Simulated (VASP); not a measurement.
# Sn (Im-3m) in VASP: further runs

Sn is run at these levels: HSE06, PBE0, PBE; tasks: single point.

Program: VASP 6.6.1. These are calculated values, not measurements. Logs are shortened: lines on timing, memory, paths and dates and some standing lists are left out, and cuts for length are marked.

### Step 1. The cell of the first run

Symmetry: Im-3m, No. 229, cubic system. The conventional cell has a = 3.789 Å, b = 3.789 Å, c = 3.789 Å, α = 90.00°, β = 90.00°, γ = 90.00°. Within 4.3 Å of Sn (site symmetry m-3m) lie 14 Sn at 3.28 to 3.79 Å.

### Step 2. Single point, HSE06

File POSCAR:

```
Sn
1.0
   -1.8946518192      1.8946518192      1.8946518192
    1.8946518192     -1.8946518192      1.8946518192
    1.8946518192      1.8946518192     -1.8946518192
Sn
1
Direct
    0.0000000000      0.0000000000      0.0000000000
```

File INCAR.step1:

```
ALGO = Normal ; EDIFF = 1E-5
ENCUT = 520 ; GGA = PE
ISIF = 2 ; ISMEAR = -1
LASPH = T ; LREAL = F
LWAVE = T ; NBANDS = 13
NELM = 80 ; PREC = Accurate
SIGMA = 0.05
```

File INCAR.step2:

```
ALGO = Normal ; EDIFF = 1E-7
ENCUT = 520 ; GGA = PE
HFSCREEN = 0.2079 ; ISIF = 2
ISMEAR = -1 ; ISTART = 1
LASPH = T ; LCHARG = T
LELF = T ; LHFCALC = T
LREAL = F ; LVHAR = T
LWAVE = F ; NBANDS = 13
NELM = 80 ; PREC = Accurate
PRECFOCK = Normal ; SIGMA = 0.05
```

File KPOINTS:

```
k-points
0
Gamma
  6 6 6
```

Potentials or basis: VASP PAW PBE potentials, release 64 (Sn_d).

Started as:

```bash
$ cat potpaw_PBE.64/Sn_d/POTCAR > POTCAR
$ cp INCAR.step1 INCAR
$ mpirun -np 1 vasp_std > vasp.out
$ cp INCAR.step2 INCAR
$ mpirun -np 1 vasp_std > vasp.out
```

OUTCAR:

```text
EDIFF = 1E-7
   ENCUT = 520
   GGA = PE
   HFSCREEN = 0.2079
   ISIF = 2
   ISMEAR = -1
   ISTART = 1
   LASPH = T
   LHFCALC = T
   LREAL = F
   NELM = 80
   PREC = Accurate
   PRECFOCK = Normal

 ion  position               nearest neighbor table
   1  0.000  0.000  0.000-

  LATTYP: Found a body centered cubic cell.
 ALAT       =     3.7893036384

  Lattice vectors:

 A1 = (  -1.8946518192,   1.8946518192,   1.8946518192)
 A2 = (   1.8946518192,  -1.8946518192,   1.8946518192)
 A3 = (   1.8946518192,   1.8946518192,  -1.8946518192)

Analysis of symmetry for initial positions (statically):
=====================================================================
 Subroutine PRICEL returns:
 Original cell was already a primitive cell.

 Routine SETGRP: Setting up the symmetry group for a
 body centered cubic supercell.

 Subroutine GETGRP returns: Found 48 space group operations
[... 9 lines left out ...]

 Routine SETGRP: Setting up the symmetry group for a
 body centered cubic supercell.

 Subroutine GETGRP returns: Found 48 space group operations
[... 11 lines left out ...]
                                     Primitive cell

  volume of cell :      27.2050

  direct lattice vectors                    reciprocal lattice vectors
    -1.894651819  1.894651819  1.894651819     0.000000000  0.263900731  0.263900731
     1.894651819 -1.894651819  1.894651819     0.263900731  0.000000000  0.263900731
     1.894651819  1.894651819 -1.894651819     0.263900731  0.263900731  0.000000000

  length of vectors
     3.281633214  3.281633214  3.281633214     0.373211993  0.373211993  0.373211993

  position of ions in fractional coordinates (direct lattice)
     0.000000000  0.000000000  0.000000000

  ion indices of the primitive-cell ions
   primitive index   ion index
                 1           1

----------------------------------------------------------------------------------------

 KPOINTS: k-points

Automatic generation of k-mesh.
 Grid dimensions read from file:
 generate k-points for:    6    6    6

 Generating k-lattice:

  Cartesian coordinates                     Fractional coordinates (reciprocal lattice)
     0.000000000  0.043983455  0.043983455     0.166666667  0.000000000  0.000000000
     0.043983455  0.000000000  0.043983455     0.000000000  0.166666667  0.000000000
     0.043983455  0.043983455  0.000000000     0.000000000  0.000000000  0.166666667

  Length of vectors
     0.062201999  0.062201999  0.062201999

  Shift w.r.t. Gamma in fractional coordinates (k-lattice)
     0.000000000  0.000000000  0.000000000

 Subroutine IBZKPT returns following result:
 ===========================================

 Found     16 irreducible k-points:

 Following reciprocal coordinates:
            Coordinates               Weight
  0.000000  0.000000  0.000000      1.000000
  0.166667  0.000000  0.000000     12.000000
  0.333333  0.000000  0.000000     12.000000
  0.500000  0.000000  0.000000      6.000000
  0.166667  0.166667  0.000000     24.000000
  0.333333  0.166667  0.000000     48.000000
[... 8 lines left out ...]
  0.500000  0.500000  0.333333     12.000000
  0.500000  0.500000  0.500000      1.000000
   k-points           NKPTS =     16   k-points in BZ     NKDIM =    216   number of bands    NBANDS=     13
   number of dos      NEDOS =    301   number of ions     NIONS =      1
   total plane-waves  NPLWV =  13824
   dimension x,y,z NGX =    24 NGY =   24 NGZ =   24
   dimension x,y,z NGXF=    48 NGYF=   48 NGZF=   48
   ions per type =               1
   NGX,Y,Z   is equivalent  to a cutoff of  12.16, 12.16, 12.16 a.u.
   NGXF,Y,Z  is equivalent  to a cutoff of  24.32, 24.32, 24.32 a.u.
 SYSTEM =  unknown system
   PREC   = accura    normal or accurate (medium, high low for compatibility)
   ISTART =      1    job   : 0-new  1-cont  2-samecut
   ICHARG =      0    charge: 1-file 2-atom 10-const
   ISPIN  =      1    spin polarized calculation?
   LNONCOLLINEAR =      F non collinear calculations
   LSORBIT =      F    spin-orbit coupling
   LASPH  =      T    aspherical Exc in radial PAW
   ENCUT  =  520.0 eV  38.22 Ry    6.18 a.u.   6.10  6.10  6.10*2*pi/ulx,y,z
   NELM   =     80;   NELMIN=  2; NELMDL=  0     # of ELM steps
   EDIFF  = 0.1E-06   stopping-criterion for ELM
   LREAL  =      F    real-space projection
   EDIFFG = 0.1E-05   stopping-criterion for IOM
   NSW    =      0    number of steps for IOM
   IBRION =     -1    ionic relax: 0-MD 1-quasi-New 2-CG
   NFREE  =      0    steps in history (QN), initial steepest desc. (CG)
   ISIF   =      2    stress and relaxation
   ISYM   =      3    0-nonsym 1-usesym 2-fastsym
   POTIM  = 0.5000    time-step for ionic-motion
   TEBEG  =    0.0;   TEEND  =   0.0 temperature during run
   PSTRESS=    0.0 pullay stress
   NELECT =      14.0000    total number of electrons
   NUPDOWN=      -1.0000    fix difference up-down
   EMIN   =  10.00;   EMAX   =-10.00  energy-range for DOS
   EFERMI =   0.00;   METHOD = LEGACY
   ISMEAR =    -1;   SIGMA  =   0.05  broadening in eV -4-tet -1-fermi 0-gaus
   EFERMI_NEDOS =   21; number of points for ismear=-14 and -15
   IALGO  =     38    algorithm
   IMIX   =      1    mixing-type and parameters
     AMIX     =   0.40;   BMIX     =  1.00
     AMIX_MAG =   1.60;   BMIX_MAG =  1.00
  volume/ion in A,a.u.               =      27.20       183.59
  Fermi-wavevector in a.u.,A,eV,Ry     =   1.311902  2.479136 23.416813  1.721087
  Thomas-Fermi vector in A             =   2.442332
   LORBIT       =      0    0 simple, 1 ext, 2 COOP (PROOUT), +10 PAW based schemes
   GGA     = PE    functional components
   LHFCALC =     T    Hartree Fock is set to
   PRECFOCK=normal    Normal, Fast or Accurate (Low or Medium for compatibility)
   ENCUT4O =  -1.0   cutoff for four orbital integrals eV
   NKREDX  =     1    reduce k-point grid by
   NKREDY  =     1    reduce k-point grid by
   NKREDZ  =     1    reduce k-point grid by
   AEXX    =    0.2500 exact exchange contribution
   HFSCREEN=    0.2079 screening length (either q_TF or 0.3 A-1)
   HFSCREENC=   0.2079 screening length for correlation (either q_TF or 0.3 A-1)
   ENCUTFOCK=  -1.0 apply spherical cutoff to Coloumb kernel
   IVDW    =     0    specifies the selected vdW correction
   LEPSILON=     F    determine dielectric tensor
   LRPA    =     F    only Hartree local field effects (RPA)
 non-spin polarized calculation
  energy-cutoff  :      520.00
  volume of cell :       27.20
 maximum number of plane-waves:       746
  NGX = 20; NGY = 20; NGZ = 20

 number of electron      13.9999996 magnetization

 Free energy of the ion-electron system (eV)
  ---------------------------------------------------
  ext. energy  EPLUGINS =         0.00000000
  ---------------------------------------------------
  free energy    TOTEN  =        -4.38327325 eV

  energy without entropy =       -4.38014819  energy(sigma->0) =       -4.38171072

 E-fermi :   8.1960     XC(G=0):  -8.5796

 val. band max:        7.5909215419   @ k =   0.3333   0.1667   0.1667
 cond. band min:       8.2509735125   @ k =   0.5000   0.5000   0.3333
 fundamental gap:      0.6600519706
 Fermi energy:         8.1960448911

 k-point     1 :       0.0000    0.0000    0.0000
  band No.  band energies     occupation
      1     -15.8765      2.00000
      2     -15.8765      2.00000
      3     -15.8765      2.00000
      4     -15.7333      2.00000
      5     -15.7333      2.00000
      6      -4.4434      2.00000
      7      16.8743      0.00000
      8      16.8743      0.00000
      9      16.8743      0.00000
     10      20.9463      0.00000
     11      20.9463      0.00000
     12      20.9463      0.00000
     13      21.5465      0.00000

 k-point     2 :       0.1667    0.0000    0.0000
  band No.  band energies     occupation
      1     -15.8886      2.00000
      2     -15.8615      2.00000
      3     -15.8208      2.00000
      4     -15.7455      2.00000
      5     -15.7354      2.00000
      6      -3.7655      2.00000
      7      12.6900      0.00000
      8      14.9924      0.00000
      9      16.0359      0.00000
     10      18.4373      0.00000
     11      18.7616      0.00000
     12      20.6437      0.00000
     13      22.6600      0.00000

 k-point     3 :       0.3333    0.0000    0.0000
  band No.  band energies     occupation
      1     -15.9127      2.00000
      2     -15.8532      2.00000
      3     -15.7513      2.00000
      4     -15.7397      2.00000
      5     -15.7072      2.00000
      6      -1.7293      2.00000
      7       6.9468      2.00000
      8      12.8957      0.00000
      9      14.6580      0.00000
     10      17.0393      0.00000
     11      17.3108      0.00000
     12      22.1800      0.00000
     13      23.8384      0.00000
[... 177 lines left out ...]
 k-point    15 :       0.5000    0.5000    0.3333
  band No.  band energies     occupation
      1     -15.8734      2.00000
      2     -15.8609      2.00000
      3     -15.7356      2.00000
      4     -15.7044      2.00000
      5     -15.6653      2.00000
      6       3.3407      2.00000
      7       5.6764      2.00000
      8       8.2510      0.50001
      9       9.7116      0.00000
     10      13.9147      0.00000
     11      14.9488      0.00000
     12      24.2949      0.00000
     13      25.2664      0.00000

 k-point    16 :       0.5000    0.5000    0.5000
  band No.  band energies     occupation
      1     -15.8992      2.00000
      2     -15.8992      2.00000
      3     -15.6705      2.00000
      4     -15.6705      2.00000
      5     -15.6705      2.00000
      6       5.5141      2.00000
      7       7.4919      2.00000
      8       7.4919      2.00000
      9       7.4919      2.00000
     10      12.1270      0.00000
     11      12.1270      0.00000
     12      27.3781      0.00000
     13      30.0415      0.00000

------------------------ aborting loop because EDIFF is reached ----------------------------------------

  FORCE on cell =-STRESS in cart. coord.  units (eV):
  Direction    XX          YY          ZZ          XY          YZ          ZX
  --------------------------------------------------------------------------------------
  -------------------------------------------------------------------------------------
  Total       -0.1425405     -0.1425405     -0.1425405     -0.0000000      0.0000000      0.0000000
  in kB       -8.3946129     -8.3946129     -8.3946129     -0.0000000      0.0000000      0.0000000
  external PRESSURE =      -8.3946129 kB  Pullay stress =       0.0000000 kB

 VOLUME and BASIS-vectors are now :
 -----------------------------------------------------------------------------
  energy-cutoff  :      520.00
  volume of cell :       27.20
      direct lattice vectors                 reciprocal lattice vectors
    -1.894651819  1.894651819  1.894651819     0.000000000  0.263900731  0.263900731
     1.894651819 -1.894651819  1.894651819     0.263900731  0.000000000  0.263900731
     1.894651819  1.894651819 -1.894651819     0.263900731  0.263900731  0.000000000

 POSITION                                       TOTAL-FORCE (eV/Angst)
 -----------------------------------------------------------------------------------
      0.00000      0.00000      0.00000         0.000000     -0.000000      0.000000
 -----------------------------------------------------------------------------------
    total drift:                                0.000001     -0.000003      0.000010

  FREE ENERGIE OF THE ION-ELECTRON SYSTEM (eV)
  ---------------------------------------------------
  free  energy   TOTEN  =        -4.3832732460 eV

  energy  without entropy=       -4.3801481934  energy(sigma->0) =       -4.38171072
```

Wall time 23 min (1 thread of Intel Xeon Platinum 8259CL at 2.50GHz (Skylake/Cascade Lake), shared host); peak memory 0.25 GiB.

What came out:

```
Free energy            : -4.3833 eV
Pressure               : -0.8 GPa
Band gap on the k mesh : zero (band 7 reaches 16.87 eV, above the bottom of band 8 at 5.23 eV)
```

Caveat: the k points lie up to 0.39 Å⁻¹ apart; the PAW data sets were made with another functional, which shifts forces and pressure a little; spin-orbit coupling is left out, which moves the levels of the heavy elements.

(Part 1 of 2 ends here.)
